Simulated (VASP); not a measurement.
# LiBi4: single point with PBE

Crystal: LiBi4.

```xyz
5
Lattice="4.7888 0.0000 0.0036 0.0000 4.7649 0.0000 -0.1136 0.0000 6.8703" Properties=species:S:1:pos:R:3 pbc="T T T"
Li    2.3376    0.0000    3.4370
Bi    2.5668    2.3825    1.5921
Bi    2.1084    2.3825    5.2818
Bi    4.7442    0.0000    1.6146
Bi   -0.0690    0.0000    5.2593
```

```yaml
Program: VASP 6.6.1
Task: single point
Functional: PBE
Potentials_or_basis: VASP PAW PBE potentials, release 64 (Li_sv, Bi_d)
Cutoff: 520 eV
k_mesh: 8 × 8 × 6
Occupations: gaussian, width 0.1 eV
Spin: no spin polarisation
```

| Property | Result |
| --- | --- |
| Band gap on the k mesh | zero (an odd number of electrons rules out a gap without spin polarisation) |

Forces on the atoms (eV/Å):
```
Li   0.000  0.000  0.000
Bi   0.001  0.000  0.002
Bi  -0.001  0.000 -0.002
Bi   0.002  0.000  0.001
Bi  -0.002  0.000 -0.001
```

Levels at points of the mesh, in eV from the Fermi level:
```csv
k point,band 28,band 29,band 30,band 31,band 32,band 33,band 34,band 35
"(0.00, 0.00, 0.00)",-3.05,-1.58,-1.54,-1.30,1.71,2.32,2.32,2.42
"(0.50, 0.00, 0.00)",-1.51,-1.43,-1.20,-1.16,-0.07,0.51,0.61,0.67
"(0.00, 0.50, 0.00)",-1.60,-1.50,-1.30,-0.95,0.06,0.38,0.59,0.75
"(0.50, 0.50, 0.00)",-3.51,-3.09,-3.03,-2.92,2.26,2.39,3.86,4.08
"(0.00, 0.00, 0.50)",-2.57,-2.41,-2.17,-1.60,0.88,1.92,2.33,2.61
"(0.50, 0.00, 0.50)",-1.12,-1.11,-1.03,-0.85,-0.52,-0.37,-0.11,-0.05
"(0.00, 0.50, 0.50)",-1.07,-1.01,-0.94,-0.88,-0.58,-0.57,-0.49,0.04
"(0.50, 0.50, 0.50)",-4.03,-3.64,-0.71,-0.68,-0.20,-0.05,4.13,4.59
```

It took 24 min on 1 thread of Intel(R) Xeon(R) Platinum 8488C (Sapphire Rapids) (shared host), peak memory 0.68 GiB.

Caveat: spin-orbit coupling is left out, which moves the levels of the heavy elements.
